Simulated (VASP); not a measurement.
# TiSb3P4 (Im-3m) in VASP: further runs

The runs below take TiSb3P4 through single point, relaxation of cell and atoms, with PBE.

All numbers are computed with VASP 6.6.1; they aren't measurements. Logs are shortened: lines on timing, memory, paths and dates and some standing lists are left out, and cuts for length are marked.

### 1 The cell of the first run

It takes space group Im-3m (No. 229, cubic). Conventional cell: a = 6.744 Å, b = 6.744 Å, c = 6.744 Å, α = 90.00°, β = 90.00°, γ = 90.00°. Ti (site symmetry m-3m) has 8 P at 2.92 Å and 6 Sb at 3.37 Å within 3.8 Å. Sb (site symmetry 4/mmm) has 8 P at 2.92 Å and 2 Ti at 3.37 Å and 4 Sb at 3.37 Å within 3.8 Å. Within 3.8 Å of P (site symmetry -3m) lie 2 Ti at 2.92 Å and 6 Sb at 2.92 Å and 6 P at 3.37 Å.

### 2 Single point, PBE

File INCAR:

```
  ALGO = Normal
  EDIFF = 1E-7
  ENCUT = 520
  GGA = PE
  ISIF = 2
  ISMEAR = 0
  LASPH = True
  LCHARG = True
  LELF = True
  LREAL = False
  LVHAR = True
  LWAVE = False
  NBANDS = 34
  NELM = 100
  PREC = Accurate
  SIGMA = 0.1
```

File KPOINTS:

```
k-points
0
Gamma
  8 8 8
```

File POSCAR:

```
TiSb3P4
1.0
   -3.3722101172      3.3722101172      3.3722101172
    3.3722101172     -3.3722101172      3.3722101172
    3.3722101172      3.3722101172     -3.3722101172
Ti Sb P
1 3 4
Direct
    0.0000000000      0.0000000000      0.0000000000
    0.0000000000      0.5000000000      0.5000000000
    0.5000000000      0.0000000000      0.5000000000
    0.5000000000      0.5000000000      0.0000000000
    0.5000000000      0.5000000000      0.5000000000
    0.0000000000      0.0000000000      0.5000000000
    0.0000000000      0.5000000000      0.0000000000
    0.5000000000      0.0000000000      0.0000000000
```

Potentials or basis: VASP PAW PBE potentials, release 64 (Ti_sv, Sb, P).

Run with:

```bash
> cat potpaw_PBE.64/Ti_sv/POTCAR potpaw_PBE.64/Sb/POTCAR potpaw_PBE.64/P/POTCAR > POTCAR
> mpirun -np 1 vasp_std > vasp.out
```

OUTCAR:

```text
EDIFF = 1E-7
   ENCUT = 520
   GGA = PE
   ISIF = 2
   ISMEAR = 0
   LASPH = True
   LREAL = False
   NELM = 100
   PREC = Accurate

 ion  position               nearest neighbor table
   1  0.000  0.000  0.000-   5 2.92   6 2.92   7 2.92   8 2.92   6 2.92   7 2.92   8 2.92   5 2.92

   2  0.000  0.500  0.500-   5 2.92   6 2.92   7 2.92   8 2.92   7 2.92   6 2.92   5 2.92   8 2.92
                             3 3.37   4 3.37   3 3.37   4 3.37
   3  0.500  0.000  0.500-   5 2.92   6 2.92   7 2.92   8 2.92   8 2.92   5 2.92   6 2.92   7 2.92
                             4 3.37   2 3.37   2 3.37   4 3.37
   4  0.500  0.500  0.000-   5 2.92   6 2.92   7 2.92   8 2.92   5 2.92   8 2.92   7 2.92   6 2.92
                             3 3.37   2 3.37   2 3.37   3 3.37
   5  0.500  0.500  0.500-   1 2.92   2 2.92   3 2.92   4 2.92   4 2.92   3 2.92   2 2.92   1 2.92

   6  0.000  0.000  0.500-   1 2.92   2 2.92   3 2.92   4 2.92   1 2.92   2 2.92   3 2.92   4 2.92

   7  0.000  0.500  0.000-   1 2.92   2 2.92   3 2.92   4 2.92   2 2.92   1 2.92   4 2.92   3 2.92

   8  0.500  0.000  0.000-   1 2.92   2 2.92   3 2.92   4 2.92   3 2.92   4 2.92   1 2.92   2 2.92

  LATTYP: Found a body centered cubic cell.
 ALAT       =     6.7444202344

  Lattice vectors:

 A1 = (  -3.3722101172,   3.3722101172,   3.3722101172)
 A2 = (   3.3722101172,  -3.3722101172,   3.3722101172)
 A3 = (   3.3722101172,   3.3722101172,  -3.3722101172)

Analysis of symmetry for initial positions (statically):
=====================================================================
 Subroutine PRICEL returns:
 Original cell was already a primitive cell.

 Routine SETGRP: Setting up the symmetry group for a
 body centered cubic supercell.

 Subroutine GETGRP returns: Found 48 space group operations
 (whereof 48 operations were pure point group operations)
 out of a pool of 48 trial point group operations.

The static configuration has the point symmetry O_h .

Analysis of symmetry for dynamics (positions and initial velocities):
=====================================================================
 Subroutine PRICEL returns:
 Original cell was already a primitive cell.

 Routine SETGRP: Setting up the symmetry group for a
 body centered cubic supercell.

 Subroutine GETGRP returns: Found 48 space group operations
 (whereof 48 operations were pure point group operations)
 out of a pool of 48 trial point group operations.

The dynamic configuration has the point symmetry O_h .

 Subroutine INISYM returns: Found 48 space group operations
 (whereof 48 operations are pure point group operations),
 and found     1 'primitive' translations

----------------------------------------------------------------------------------------

                                     Primitive cell

  volume of cell :     153.3924

  direct lattice vectors                    reciprocal lattice vectors
    -3.372210117  3.372210117  3.372210117     0.000000000  0.148270713  0.148270713
     3.372210117 -3.372210117  3.372210117     0.148270713  0.000000000  0.148270713
     3.372210117  3.372210117 -3.372210117     0.148270713  0.148270713  0.000000000

  length of vectors
     5.840839257  5.840839257  5.840839257     0.209686454  0.209686454  0.209686454

  position of ions in fractional coordinates (direct lattice)
     0.000000000  0.000000000  0.000000000
     0.000000000  0.500000000  0.500000000
     0.500000000  0.000000000  0.500000000
     0.500000000  0.500000000  0.000000000
     0.500000000  0.500000000  0.500000000
     0.000000000  0.000000000  0.500000000
     0.000000000  0.500000000  0.000000000
     0.500000000  0.000000000  0.000000000

  ion indices of the primitive-cell ions
   primitive index   ion index
                 1           1
                 2           2
                 3           3
                 4           4
                 5           5
                 6           6
                 7           7
                 8           8

----------------------------------------------------------------------------------------

 KPOINTS: k-points

Automatic generation of k-mesh.
 Grid dimensions read from file:
 generate k-points for:    8    8    8

 Generating k-lattice:

  Cartesian coordinates                     Fractional coordinates (reciprocal lattice)
     0.000000000  0.018533839  0.018533839     0.125000000  0.000000000  0.000000000
     0.018533839  0.000000000  0.018533839     0.000000000  0.125000000  0.000000000
     0.018533839  0.018533839  0.000000000     0.000000000  0.000000000  0.125000000

  Length of vectors
     0.026210807  0.026210807  0.026210807

  Shift w.r.t. Gamma in fractional coordinates (k-lattice)
     0.000000000  0.000000000  0.000000000

 Subroutine IBZKPT returns following result:
 ===========================================

 Found     29 irreducible k-points:

 Following reciprocal coordinates:
            Coordinates               Weight
  0.000000  0.000000  0.000000      1.000000
  0.125000  0.000000  0.000000     12.000000
  0.250000  0.000000  0.000000     12.000000
  0.375000  0.000000  0.000000     12.000000
  0.500000  0.000000  0.000000      6.000000
  0.125000  0.125000  0.000000     24.000000
[... 16 lines left out ...]
 -0.250000  0.250000  0.250000      6.000000
 -0.375000  0.375000  0.250000     24.000000
 [... further k-points ...]
   k-points           NKPTS =     29   k-points in BZ     NKDIM =     29   number of bands    NBANDS=     34
   number of dos      NEDOS =    301   number of ions     NIONS =      8
   total plane-waves  NPLWV = 110592
   dimension x,y,z NGX =    48 NGY =   48 NGZ =   48
   dimension x,y,z NGXF=    96 NGYF=   96 NGZF=   96
   ions per type =               1   3   4
   NGX,Y,Z   is equivalent  to a cutoff of  13.66, 13.66, 13.66 a.u.
   NGXF,Y,Z  is equivalent  to a cutoff of  27.32, 27.32, 27.32 a.u.
 SYSTEM =  unknown system
   PREC   = accura    normal or accurate (medium, high low for compatibility)
   ISTART =      0    job   : 0-new  1-cont  2-samecut
   ICHARG =      2    charge: 1-file 2-atom 10-const
   ISPIN  =      1    spin polarized calculation?
   LNONCOLLINEAR =      F non collinear calculations
   LSORBIT =      F    spin-orbit coupling
   LASPH  =      T    aspherical Exc in radial PAW
   ENCUT  =  520.0 eV  38.22 Ry    6.18 a.u.  10.86 10.86 10.86*2*pi/ulx,y,z
   NELM   =    100;   NELMIN=  2; NELMDL= -5     # of ELM steps
   EDIFF  = 0.1E-06   stopping-criterion for ELM
   LREAL  =      F    real-space projection
   EDIFFG = 0.1E-05   stopping-criterion for IOM
   NSW    =      0    number of steps for IOM
   IBRION =     -1    ionic relax: 0-MD 1-quasi-New 2-CG
   NFREE  =      0    steps in history (QN), initial steepest desc. (CG)
   ISIF   =      2    stress and relaxation
   ISYM   =      2    0-nonsym 1-usesym 2-fastsym
   POTIM  = 0.5000    time-step for ionic-motion
   TEBEG  =    0.0;   TEEND  =   0.0 temperature during run
   PSTRESS=    0.0 pullay stress
   NELECT =      47.0000    total number of electrons
   NUPDOWN=      -1.0000    fix difference up-down
   EMIN   =  10.00;   EMAX   =-10.00  energy-range for DOS
   EFERMI =   0.00;   METHOD = LEGACY
   ISMEAR =     0;   SIGMA  =   0.10  broadening in eV -4-tet -1-fermi 0-gaus
   EFERMI_NEDOS =   21; number of points for ismear=-14 and -15
   IALGO  =     38    algorithm
   IMIX   =      4    mixing-type and parameters
     AMIX     =   0.40;   BMIX     =  1.00
     AMIX_MAG =   1.60;   BMIX_MAG =  1.00
  volume/ion in A,a.u.               =      19.17       129.39
  Fermi-wavevector in a.u.,A,eV,Ry     =   1.103671  2.085635 16.573106  1.218089
  Thomas-Fermi vector in A             =   2.240132
   LORBIT       =      0    0 simple, 1 ext, 2 COOP (PROOUT), +10 PAW based schemes
   GGA     = PE    functional components
   LHFCALC =     F    Hartree Fock is set to
   AEXX    =    0.0000 exact exchange contribution
   IVDW    =     0    specifies the selected vdW correction
   LEPSILON=     F    determine dielectric tensor
   LRPA    =     F    only Hartree local field effects (RPA)
 non-spin polarized calculation
 Gauss-broadening in eV      SIGMA  =   0.10
  energy-cutoff  :      520.00
  volume of cell :      153.39
 maximum number of plane-waves:      4196
 NGX is ok and might be reduce to    48
   NGX = 21   NGY = 21   NGZ = 21

 number of electron      46.9999995 magnetization

 Free energy of the ion-electron system (eV)
  ---------------------------------------------------
  ext. energy  EPLUGINS =         0.00000000
  ---------------------------------------------------
  free energy    TOTEN  =       -39.24767193 eV

  energy without entropy =      -39.20676544  energy(sigma->0) =      -39.22721868

 E-fermi :   9.2659     XC(G=0): -10.9367

 val. band max:        9.2646813355   @ k =   0.2500   0.1250   0.0000
 cond. band min:       9.2681462170   @ k =  -0.2500   0.2500   0.2500
 fundamental gap:      0.0034648815
 Fermi energy:         9.2659279762

 k-point     1 :       0.0000    0.0000    0.0000
  band No.  band energies     occupation
      1     -48.6711      2.00000
      2     -24.9101      2.00000
      3     -24.9101      2.00000
      4     -24.9101      2.00000
      5      -5.0189      2.00000
      6      -0.5197      2.00000
[... 26 lines left out ...]
     33      13.5156      0.00000
     34      13.5158      0.00000

 k-point     2 :       0.1250    0.0000    0.0000
  band No.  band energies     occupation
      1     -48.6711      2.00000
      2     -24.9101      2.00000
      3     -24.9101      2.00000
      4     -24.9101      2.00000
      5      -4.9221      2.00000
      6      -0.8266      2.00000
[... 26 lines left out ...]
     33      13.2271      0.00000
     34      13.6257      0.00000
[... 775 lines left out ...]
     33      12.1077      0.00000
     34      12.1077      0.00000

 k-point    24 :      -0.3750    0.3750    0.2500
  band No.  band energies     occupation
      1     -48.6711      2.00000
      2     -24.9103      2.00000
      3     -24.9103      2.00000
      4     -24.9102      2.00000
      5      -3.7913      2.00000
      6      -2.3081      2.00000
[... 26 lines left out ...]
     33      11.7092      0.00000
     34      12.0478      0.00000

 [... further k-points ...]
[... 5 lines left out ...]
  --------------------------------------------------------------------------------------
  -------------------------------------------------------------------------------------
  Total       -0.1666187     -0.1666187     -0.1666187      0.0000000     -0.0000000      0.0000000
  in kB       -1.7403258     -1.7403258     -1.7403258      0.0000000     -0.0000000      0.0000000
  external PRESSURE =      -1.7403258 kB  Pullay stress =       0.0000000 kB

 VOLUME and BASIS-vectors are now :
 -----------------------------------------------------------------------------
  energy-cutoff  :      520.00
  volume of cell :      153.39
      direct lattice vectors                 reciprocal lattice vectors
    -3.372210117  3.372210117  3.372210117     0.000000000  0.148270713  0.148270713
     3.372210117 -3.372210117  3.372210117     0.148270713  0.000000000  0.148270713
     3.372210117  3.372210117 -3.372210117     0.148270713  0.148270713  0.000000000

 POSITION                                       TOTAL-FORCE (eV/Angst)
 -----------------------------------------------------------------------------------
      0.00000      0.00000      0.00000        -0.000000      0.000000     -0.000000
      3.37221      0.00000      0.00000         0.000000      0.000000     -0.000000
      0.00000      3.37221      0.00000        -0.000000     -0.000000      0.000000
      0.00000      0.00000      3.37221        -0.000000      0.000000      0.000000
      1.68611      1.68611      1.68611         0.000000     -0.000000     -0.000000
      1.68611      1.68611     -1.68611        -0.000000      0.000000      0.000000
      1.68611     -1.68611      1.68611        -0.000000      0.000000      0.000000
     -1.68611      1.68611      1.68611         0.000000     -0.000000     -0.000000
 -----------------------------------------------------------------------------------
    total drift:                                0.000000      0.000000     -0.000000

  FREE ENERGIE OF THE ION-ELECTRON SYSTEM (eV)
  ---------------------------------------------------
  free  energy   TOTEN  =       -39.2476719253 eV

  energy  without entropy=      -39.2067654405  energy(sigma->0) =      -39.22721868
```

Wall time 2 min (1 thread of Intel Xeon 6975P-C (Granite Rapids), shared host); peak memory 0.39 GiB.

What came out:

```
Free energy : -39.2477 eV
Pressure    : -0.2 GPa
```

Caveat: spin-orbit coupling is left out, which moves the levels of the heavy elements.

### 3 Relaxation of cell and atoms, PBE

File INCAR:

```
ALGO     = Normal         # electronic algorithm
EDIFF    = 1E-6           # SCF threshold, eV
EDIFFG   = -0.01          # ionic threshold
ENCUT    = 600            # plane-wave cutoff, eV
GGA      = PE             # functional
IBRION   = 2              # ionic algorithm
ISIF     = 3              # what is computed and relaxed
ISMEAR   = 0              # smearing method
LASPH    = True           # aspherical terms in the spheres
LCHARG   = False          # write CHGCAR
LREAL    = False          # projectors in reciprocal space
LWAVE    = False          # write WAVECAR
NELM     = 100            # most SCF steps
NSW      = 100            # ionic steps
PREC     = Accurate       # precision mode
SIGMA    = 0.1            # smearing width, eV
```

KPOINTS is that of step 2.

Changes to POSCAR since step 2:

```diff
@@ -2,5 +2,5 @@
 1.0
-   -3.3722101172      3.3722101172      3.3722101172
-    3.3722101172     -3.3722101172      3.3722101172
-    3.3722101172      3.3722101172     -3.3722101172
+   -3.3711016199      3.3711016199      3.3711016199
+    3.3711016199     -3.3711016199      3.3711016199
+    3.3711016199      3.3711016199     -3.3711016199
 Ti Sb P
```

Potentials or basis: VASP PAW PBE potentials, release 64 (Ti_sv, Sb, P).

Run with:

```bash
> cat potpaw_PBE.64/Ti_sv/POTCAR potpaw_PBE.64/Sb/POTCAR potpaw_PBE.64/P/POTCAR > POTCAR
> mpirun -np 1 vasp_std > vasp.out
```

Wall time 2.5 min (1 thread of Intel Xeon 6975P-C (Granite Rapids), shared host); peak memory 0.43 GiB.

The run converged. Its results:

- Free energy: -39.2483 eV
- Relaxed volume: 19.12 Å³/atom
- Relaxed cell: a = 5.836 Å, b = 5.836 Å, c = 5.836 Å, α = 109.47°, β = 109.47°, γ = 109.47°
- Space group after relaxing (to 0.05 Å): Im-3m (No. 229)
- Energy gained by relaxing: 0.0 meV/atom
- Ionic steps: 2
- Pressure after relaxing: 0.1 GPa

Final structure:
```xyz
8
Lattice="-3.3692 3.3692 3.3692 3.3692 -3.3692 3.3692 3.3692 3.3692 -3.3692" Properties=species:S:1:pos:R:3 pbc="T T T"
Ti    0.0000    0.0000    6.7384
Sb    3.3692    0.0000    0.0000
Sb    0.0000    3.3692    0.0000
Sb    0.0000    0.0000    3.3692
P     1.6846    1.6846    1.6846
P    -1.6846    5.0538    1.6846
P     1.6846    5.0538    1.6846
P     1.6846   -1.6846    5.0538
```

Levels at points of the mesh, in eV from the Fermi level:
```csv
k point,band 22,band 23,band 24,band 25,band 26,band 27
"(0.00, 0.00, 0.00)",-0.11,0.41,0.41,0.41,0.85,0.85
"(0.50, 0.00, 0.00)",-1.07,-0.80,-0.49,-0.10,0.28,0.32
"(0.50, 0.50, 0.50)",0.04,0.04,0.10,0.10,0.10,0.61
```

Caveat: spin-orbit coupling is left out, which moves the levels of the heavy elements.

### 4 Single point, PBE

This run uses another cell than the first one, of 25.62 Å³/atom, 1.336 times its volume.

File INCAR:

```
PREC     = Accurate       # precision mode
ENCUT    = 520            # plane-wave cutoff, eV
EDIFF    = 1E-6           # SCF threshold, eV
ISMEAR   = 0              # smearing method
SIGMA    = 0.1            # smearing width, eV
LREAL    = F              # projectors in reciprocal space
LASPH    = T              # aspherical terms in the spheres
NELM     = 100            # most SCF steps
ALGO     = Normal         # electronic algorithm
ISIF     = 2              # what is computed and relaxed
LWAVE    = F              # write WAVECAR
LCHARG   = T              # write CHGCAR
GGA      = PE             # functional
LELF     = T              # ELF
LVHAR    = T            
NBANDS   = 34             # bands
```

File KPOINTS:

```
regular mesh
0
Gamma
  4 4 4
```

Changes to POSCAR since step 3:

```diff
@@ -2,5 +2,5 @@
 1.0
-   -3.3711016199      3.3711016199      3.3711016199
-    3.3711016199     -3.3711016199      3.3711016199
-    3.3711016199      3.3711016199     -3.3711016199
+   -3.7144382300      3.7144382300      3.7144382300
+    3.7144382300     -3.7144382300      3.7144382300
+    3.7144382300      3.7144382300     -3.7144382300
 Ti Sb P
```

Run with:

```bash
> cat potpaw_PBE.64/Ti_sv/POTCAR potpaw_PBE.64/Sb/POTCAR potpaw_PBE.64/P/POTCAR > POTCAR
> mpirun -np 1 vasp_std > vasp.out
```

Wall time 62 s (1 thread of Intel Xeon 6975P-C (Granite Rapids), shared host); peak memory 0.34 GiB.

Results (log left out):

* Free energy: -36.2654 eV
* Pressure: -12.9 GPa

Levels at points of the mesh, in eV from the Fermi level:
```csv
k point,band 19,band 20,band 21,band 22,band 23,band 24,band 25,band 26,band 27,band 28
"(0.00, 0.00, 0.00)",-1.28,-1.28,0.01,0.01,0.24,0.24,0.24,0.60,0.67,0.67
"(0.50, 0.00, 0.00)",-1.38,-1.34,-1.24,-0.69,-0.61,-0.38,-0.04,0.07,0.20,0.22
"(0.50, 0.50, 0.50)",-0.49,-0.49,-0.49,-0.37,-0.37,-0.14,-0.14,-0.14,0.15,0.15
```

Caveat: spin-orbit coupling is left out, which moves the levels of the heavy elements.

[end of part 1 of 2]
